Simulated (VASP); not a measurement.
# GaAs (P6_3/mmc) in VASP: notebook, part 2 of 3

VASP 6.6.1. The steps go on from the part before.

### 3 Relaxation of cell and atoms, PBE

File INCAR:

```
SYSTEM = GaAs
ALGO     = Normal         ! electronic algorithm
EDIFF    = 1E-7           ! SCF threshold, eV
EDIFFG   = -0.01          ! ionic threshold
ENCUT    = 600            ! plane-wave cutoff, eV
GGA      = PE             ! functional
IBRION   = 2              ! ionic algorithm
ISIF     = 3              ! what is computed and relaxed
ISMEAR   = 0              ! smearing method
LASPH    = .TRUE.         ! aspherical terms in the spheres
LCHARG   = .FALSE.        ! write CHGCAR
LREAL    = .FALSE.        ! projectors in reciprocal space
LWAVE    = .FALSE.        ! write WAVECAR
NELM     = 100            ! most SCF steps
NSW      = 100            ! ionic steps
PREC     = Accurate       ! precision mode
SIGMA    = 0.1            ! smearing width, eV
```

File KPOINTS:

```
k-points
0
G
  12 12 8
  0 0 0
```

File POSCAR:

```
GaAs
1.0
    3.7441507872      0.0000000000      0.0000000000
   -1.8720753936      3.2425296973      0.0000000000
    0.0000000000      0.0000000000      6.5188773196
Ga As
2 2
Direct
    0.0000000000      0.0000000000      0.0000000000
    0.0000000000      0.0000000000      0.5000000000
    0.3333333333      0.6666666667      0.2500000000
    0.6666666667      0.3333333333      0.7500000000
```

Potentials or basis: VASP PAW PBE potentials, release 64 (Ga_d, As).

Started as:

```sh
$ cat potpaw_PBE.64/Ga_d/POTCAR potpaw_PBE.64/As/POTCAR > POTCAR
$ mpirun -np 1 vasp_std > vasp.out
```

OUTCAR:

```text
SYSTEM = GaAs
   EDIFF = 1E-7
   EDIFFG = -0.01
   ENCUT = 600
   GGA = PE
   IBRION = 2
   ISIF = 3
   ISMEAR = 0
   LASPH = .TRUE.
   LREAL = .FALSE.
   NELM = 100
   NSW = 100
   PREC = Accurate

 ion  position               nearest neighbor table
   1  0.000  0.000  0.000-   3 2.71   4 2.71   3 2.71   4 2.71   4 2.71   3 2.71
   2  0.000  0.000  0.500-   3 2.71   4 2.71   3 2.71   4 2.71   4 2.71   3 2.71
   3  0.333  0.667  0.250-   1 2.71   2 2.71   1 2.71   2 2.71   1 2.71   2 2.71
   4  0.667  0.333  0.750-   1 2.71   2 2.71   1 2.71   2 2.71   1 2.71   2 2.71

  LATTYP: Found a hexagonal cell.
 ALAT       =     3.7441507872
 C/A-ratio  =     1.7410830092

  Lattice vectors:

 A1 = (   3.7441507872,   0.0000000000,   0.0000000000)
 A2 = (  -1.8720753936,   3.2425296973,   0.0000000000)
 A3 = (   0.0000000000,   0.0000000000,   6.5188773196)

Analysis of symmetry for initial positions (statically):
=====================================================================
 Subroutine PRICEL returns:
 Original cell was already a primitive cell.

 Routine SETGRP: Setting up the symmetry group for a
 hexagonal supercell.

 Subroutine GETGRP returns: Found 24 space group operations
 (whereof 12 operations were pure point group operations)
[... 179 lines left out ...]
  -------------------------------------------------------------------------------------
  Total        0.2377887      0.2377887     -0.1742145      0.0000000      0.0000000      0.0000000
  in kB        4.8138410      4.8138410     -3.5268321      0.0000000      0.0000000      0.0000000
  external PRESSURE =       2.0336167 kB  Pullay stress =       0.0000000 kB
[... 139 lines left out ...]
--------------------------------------- Ionic step        5  -------------------------------------------

 number of electron      36.0000002 magnetization

 Free energy of the ion-electron system (eV)
  ---------------------------------------------------
  ext. energy  EPLUGINS =         0.00000000
  ---------------------------------------------------
  free energy    TOTEN  =       -15.14978382 eV

  energy without entropy =      -15.13915829  energy(sigma->0) =      -15.14447106

 E-fermi :   5.0461     XC(G=0): -10.5226

 val. band max:        5.0439448699   @ k =   0.4167   0.0833   0.5000
 cond. band min:       5.0976459235   @ k =   0.0833   0.0833   0.0000
 fundamental gap:      0.0537010537
 Fermi energy:         5.0460695200

 k-point     1 :       0.0000    0.0000    0.0000
  band No.  band energies     occupation
      1      -9.7098      2.00000
      2      -9.6881      2.00000
      3      -9.6881      2.00000
      4      -9.6422      2.00000
      5      -9.6422      2.00000
      6      -9.6317      2.00000
[... 589 lines left out ...]
     21       8.3087      0.00000
     22       8.7958      0.00000

 [... further k-points ...]

------------------------ aborting loop because EDIFF is reached ----------------------------------------

  FORCE on cell =-STRESS in cart. coord.  units (eV):
  Direction    XX          YY          ZZ          XY          YZ          ZX
  --------------------------------------------------------------------------------------
  -------------------------------------------------------------------------------------
  Total       -0.0042480     -0.0042480     -0.0054579      0.0000000      0.0000000      0.0000000
  in kB       -0.0856923     -0.0856923     -0.1100993      0.0000000      0.0000000      0.0000000
  external PRESSURE =      -0.0938279 kB  Pullay stress =       0.0000000 kB
[... 19 lines left out ...]
  FREE ENERGIE OF THE ION-ELECTRON SYSTEM (eV)
  ---------------------------------------------------
  free  energy   TOTEN  =       -15.1497838213 eV

  energy  without entropy=      -15.1391582907  energy(sigma->0) =      -15.14447106

 reached required accuracy - stopping structural energy minimisation
```

CONTCAR:

```text
GaAs
   1.00000000000000
     3.7675873362596879   -0.0000000000000000    0.0000000000000000
    -1.8837936681298439    3.2628263441624541   -0.0000000000000000
     0.0000000000000000   -0.0000000000000000    6.4608837656763134
  Ga              As
     2     2
Direct
     1.0000000000000000    1.0000000000000000    0.0000000000000000
     1.0000000000000000    1.0000000000000000    0.5000000000000000
     0.3333333332999970    0.6666666667000030    0.2500000000000000
     0.6666666667000030    0.3333333332999970    0.7500000000000000

  0.00000000E+00  0.00000000E+00  0.00000000E+00
  0.00000000E+00  0.00000000E+00  0.00000000E+00
  0.00000000E+00  0.00000000E+00  0.00000000E+00
  0.00000000E+00  0.00000000E+00  0.00000000E+00
```

Run time: 16 min. Hardware: 1 thread of Intel Xeon Platinum 8259CL at 2.50GHz (Skylake/Cascade Lake), shared host; peak memory 0.35 GiB.

Results:

* Free energy: -15.1498 eV
* Relaxed volume: 19.86 Å³/atom
* Relaxed cell: a = 3.768 Å, b = 3.768 Å, c = 6.461 Å, α = 90.00°, β = 90.00°, γ = 120.00°
* Space group after relaxing (to 0.05 Å): P6_3/mmc (No. 194)
* Energy gained by relaxing: 0.5 meV/atom
* Ionic steps: 5
* Pressure after relaxing: 0.0 GPa
* Band gap on the k mesh: zero (band 18 reaches 5.82 eV, above the bottom of band 19 at 2.27 eV)

Step by step:
| step | energy change (eV) | largest force (eV/Å) | pressure (GPa) | volume (Å³) |
| --- | --- | --- | --- | --- |
| 1 | 0.0000 | 0.0000 | 0.20 | 79.14 |
| 2 | -0.0013 | 0.0000 | -0.03 | 79.43 |
| 3 | -0.0016 | 0.0000 | -0.33 | 79.82 |
| 4 | -0.0017 | 0.0000 | -0.28 | 79.73 |
| 5 | -0.0022 | 0.0000 | -0.01 | 79.42 |

Final structure:
```yaml
crystal:
  lattice:
    - [3.76759, 0.00000, 0.00000]
    - [-1.88379, 3.26283, 0.00000]
    - [0.00000, 0.00000, 6.46088]
  atoms:
    - { symbol: Ga, position: [0.00000, 0.00000, 0.00000] }
    - { symbol: Ga, position: [0.00000, 0.00000, 0.50000] }
    - { symbol: As, position: [0.33333, 0.66667, 0.25000] }
    - { symbol: As, position: [0.66667, 0.33333, 0.75000] }
```

Levels at points of the mesh, in eV from the Fermi level:
```csv
k point,band 14,band 15,band 16,band 17,band 18,band 19,band 20,band 21,band 22
"(0.00, 0.00, 0.00)",-0.56,-0.23,0.07,0.07,0.53,0.53,2.72,5.13,5.13
"(0.50, 0.00, 0.00)",-4.77,-4.48,-3.88,-2.20,0.30,1.24,1.64,2.64,3.13
"(0.00, 0.00, 0.50)",-4.82,0.34,0.34,0.34,0.34,2.16,2.16,4.67,4.67
"(0.50, 0.00, 0.50)",-6.78,-1.80,-1.80,-1.33,-1.33,-0.44,-0.44,3.64,3.64
```

### 4 Single point, PBE

This run uses another cell than the first one, of 17.37 Å³/atom, 0.877 times its volume.

File INCAR:

```
  PREC = Accurate
  ENCUT = 520
  EDIFF = 1E-6
  ISMEAR = 0
  SIGMA = 0.1
  LREAL = F
  LASPH = T
  NELM = 100
  ALGO = Normal
  ISIF = 2
  LWAVE = F
  LCHARG = F
  GGA = PE
  NBANDS = 26
```

File KPOINTS:

```
Automatic mesh
0
Gamma
  6 6 4
```

File POSCAR:

```
GaAs
1.0
    3.3366182600      0.0000000000      0.0000000000
   -1.6683091300      2.8895961800      0.0000000000
    0.0000000000      0.0000000000      7.2070954500
Ga As
2 2
Direct
    0.0000000000      0.0000000000      0.0000000000
    0.0000000000      0.0000000000      0.5000000000
    0.3333333300      0.6666666700      0.2500000000
    0.6666666700      0.3333333300      0.7500000000
```

Potentials or basis: VASP PAW PBE potentials, release 64 (Ga_d, As).

Started as:

```sh
$ cat potpaw_PBE.64/Ga_d/POTCAR potpaw_PBE.64/As/POTCAR > POTCAR
$ mpirun -np 1 vasp_std > vasp.out
```

OUTCAR:

```text
PREC = Accurate
   ENCUT = 520
   EDIFF = 1E-6
   ISMEAR = 0
   LREAL = F
   LASPH = T
   NELM = 100
   ISIF = 2
   GGA = PE

 ion  position               nearest neighbor table
   1  0.000  0.000  0.000-   3 2.64   4 2.64   4 2.64   3 2.64   4 2.64   3 2.64
   2  0.000  0.000  0.500-   3 2.64   4 2.64   4 2.64   3 2.64   4 2.64   3 2.64
   3  0.333  0.667  0.250-   1 2.64   2 2.64   1 2.64   2 2.64   1 2.64   2 2.64
   4  0.667  0.333  0.750-   1 2.64   2 2.64   1 2.64   2 2.64   1 2.64   2 2.64

  LATTYP: Found a hexagonal cell.
 ALAT       =     3.3366182600
 C/A-ratio  =     2.1600000025

  Lattice vectors:

 A1 = (   3.3366182600,   0.0000000000,   0.0000000000)
 A2 = (  -1.6683091300,   2.8895961800,   0.0000000000)
 A3 = (   0.0000000000,   0.0000000000,   7.2070954500)

Analysis of symmetry for initial positions (statically):
=====================================================================
 Subroutine PRICEL returns:
 Original cell was already a primitive cell.

 Routine SETGRP: Setting up the symmetry group for a
 hexagonal supercell.
[... 166 lines left out ...]
  free energy    TOTEN  =       -14.45608274 eV

  energy without entropy =      -14.44385797  energy(sigma->0) =      -14.44997035

 E-fermi :   6.6859     XC(G=0): -11.2202

 val. band max:        6.6753182548   @ k =   0.3333  -0.0000   0.0000
 cond. band min:       6.8104940006   @ k =   0.5000   0.0000   0.2500
 fundamental gap:      0.1351757458
 Fermi energy:         6.6859227113

 k-point     1 :       0.0000    0.0000    0.0000
  band No.  band energies     occupation
      1      -8.3309      2.00000
      2      -8.2897      2.00000
      3      -8.2897      2.00000
      4      -8.2741      2.00000
      5      -8.2741      2.00000
      6      -8.2287      2.00000
[... 598 lines left out ...]
     25      15.8624      0.00000
     26      15.8624      0.00000

------------------------ aborting loop because EDIFF is reached ----------------------------------------

  FORCE on cell =-STRESS in cart. coord.  units (eV):
  Direction    XX          YY          ZZ          XY          YZ          ZX
  --------------------------------------------------------------------------------------
  -------------------------------------------------------------------------------------
  Total        6.7420317      6.7420317      1.2980191     -0.0000000      0.0000000      0.0000000
  in kB      155.4523958    155.4523963     29.9286906     -0.0000000      0.0000000      0.0000000
  external PRESSURE =     113.6111609 kB  Pullay stress =       0.0000000 kB

 VOLUME and BASIS-vectors are now :
 -----------------------------------------------------------------------------
  energy-cutoff  :      520.00
  volume of cell :       69.49
      direct lattice vectors                 reciprocal lattice vectors
     3.336618260  0.000000000  0.000000000     0.299704648  0.173034559  0.000000000
    -1.668309130  2.889596180  0.000000000     0.000000000  0.346069118  0.000000000
     0.000000000  0.000000000  7.207095450     0.000000000  0.000000000  0.138752152

 POSITION                                       TOTAL-FORCE (eV/Angst)
 -----------------------------------------------------------------------------------
      0.00000      0.00000      0.00000        -0.000000      0.000000      0.000000
      0.00000      0.00000      3.60355        -0.000000      0.000000      0.000000
     -0.00000      1.92640      1.80177         0.000000     -0.000000     -0.000000
      1.66831      0.96320      5.40532        -0.000000      0.000000      0.000000
 -----------------------------------------------------------------------------------
    total drift:                               -0.000000     -0.000000      0.000000

  FREE ENERGIE OF THE ION-ELECTRON SYSTEM (eV)
  ---------------------------------------------------
  free  energy   TOTEN  =       -14.4560827412 eV

  energy  without entropy=      -14.4438579665  energy(sigma->0) =      -14.44997035
```

stdout:

```text
POSCAR found type information on POSCAR GaAs
 POSCAR found :  2 types and       4 ions
 scaLAPACK will be used
 LDA part: xc-table for (Slater+PW92), standard interpolation
 POSCAR, INCAR and KPOINTS ok, starting setup
 FFT: planning ... GRIDC
 FFT: planning ... GRID_SOFT
 FFT: planning ... GRID
 WAVECAR not read
 entering main loop
```

It used 32 s of CPU time on 1 thread of Intel(R) Xeon(R) Platinum 8259CL CPU @ 2.50GHz (Skylake/Cascade Lake), with other jobs on the host.

Results:

```yaml
Free_energy: -14.4561 eV
Pressure: 11.4 GPa
Band_gap_on_the_k_mesh: zero (band 18 reaches 8.71 eV, above the bottom of band 19 at 3.15 eV)
```

Caveat: the k points lie up to 0.36 Å⁻¹ apart.

### 5 Single point, PBE

File INCAR:

```
SYSTEM = GaAs
  PREC = Accurate
  ENCUT = 520
  EDIFF = 1E-6
  ISMEAR = 0
  SIGMA = 0.1
  LREAL = .FALSE.
  LASPH = .TRUE.
  NELM = 100
  ALGO = Normal
  ISIF = 2
  LWAVE = .FALSE.
  LCHARG = .TRUE.
  GGA = PE
  LELF = .TRUE.
  LVHAR = .TRUE.
  NBANDS = 26
```

File KPOINTS:

```
Automatic mesh
0
G
  6 6 4
  0 0 0
```

File POSCAR:

```
GaAs
1.0
    3.7441507872      0.0000000000      0.0000000000
   -1.8720753936      3.2425296973      0.0000000000
    0.0000000000      0.0000000000      6.5188773196
Ga As
2 2
Direct
    0.0000000000      0.0000000000      0.0000000000
    0.0000000000      0.0000000000      0.5000000000
    0.3333333333      0.6666666667      0.2500000000
    0.6666666667      0.3333333333      0.7500000000
```

Started as:

```sh
$ cat potpaw_PBE.64/Ga_d/POTCAR potpaw_PBE.64/As/POTCAR > POTCAR
$ mpirun -np 1 vasp_std > vasp.out
```

It took 26 s on 1 thread of Intel Xeon 6975P-C, shared host; peak memory 0.2 GiB.

Results (log left out):

* Free energy: -15.1929 eV
* Pressure: 0.2 GPa
* Band gap on the k mesh: zero (band 18 reaches 5.90 eV, above the bottom of band 19 at 2.28 eV)

Levels at points of the mesh, in eV from the Fermi level:
```tsv
k point	band 14	band 15	band 16	band 17	band 18	band 19	band 20	band 21	band 22	band 23
(0.00, 0.00, 0.00)	-0.60	-0.45	0.09	0.09	0.55	0.55	2.81	5.14	5.14	5.24
(0.50, 0.00, 0.00)	-4.88	-4.57	-3.98	-2.19	0.25	1.17	1.62	2.59	3.10	4.94
(0.00, 0.00, 0.50)	-4.99	0.36	0.36	0.36	0.36	2.22	2.22	4.70	4.70	4.70
(0.50, 0.00, 0.50)	-6.84	-1.90	-1.90	-1.34	-1.34	-0.60	-0.60	3.58	3.58	6.11
```

(Continued in part 3 of 3.)
